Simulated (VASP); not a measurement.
Write the native input for VASP 6.6.1 that does the following.

```
Task                   : single point
Functional             : PBEsol
Potentials or basis    : VASP PAW PBE potentials, release 64 (Li_sv)
Cutoff                 : 520 eV
k mesh                 : 16 × 16 × 16
Occupations            : gaussian, width 0.1 eV
Spin                   : no spin polarisation
Dipole correction      : no
Further INCAR settings : ALGO = Normal; EDIFF = 1e-07; NBANDS = 8
```

The structure of Li lies in POSCAR:

```
Li
1.0
    0.0000000000      2.1804599578      2.1804599578
    2.1804599578      0.0000000000      2.1804599578
    2.1804599578      2.1804599578      0.0000000000
Li
1
Direct
    0.0000000000      0.0000000000      0.0000000000
```

This cell differs from its parent crystal: volume scaled by 1.03.

The input as run:

INCAR

```
SYSTEM = Li
  ALGO = Normal
  EDIFF = 1E-7
  ENCUT = 520
  GGA = PS
  ISIF = 2
  ISMEAR = 0
  LASPH = .TRUE.
  LCHARG = .FALSE.
  LREAL = .FALSE.
  LWAVE = .FALSE.
  NBANDS = 8
  NELM = 100
  PREC = Accurate
  SIGMA = 0.1
```

KPOINTS

```
k-points
0
G
  16 16 16
  0 0 0
```

Potentials or basis: VASP PAW PBE potentials, release 64 (Li_sv).

Run with:

```bash
$ cat potpaw_PBE.64/Li_sv/POTCAR > POTCAR
$ mpirun -np 1 vasp_std > vasp.out
```

Wall time 6.3 s on 1 thread of Intel(R) Xeon(R) 6975P-C (Granite Rapids), with other jobs on the host, peak memory 0.13 GiB.
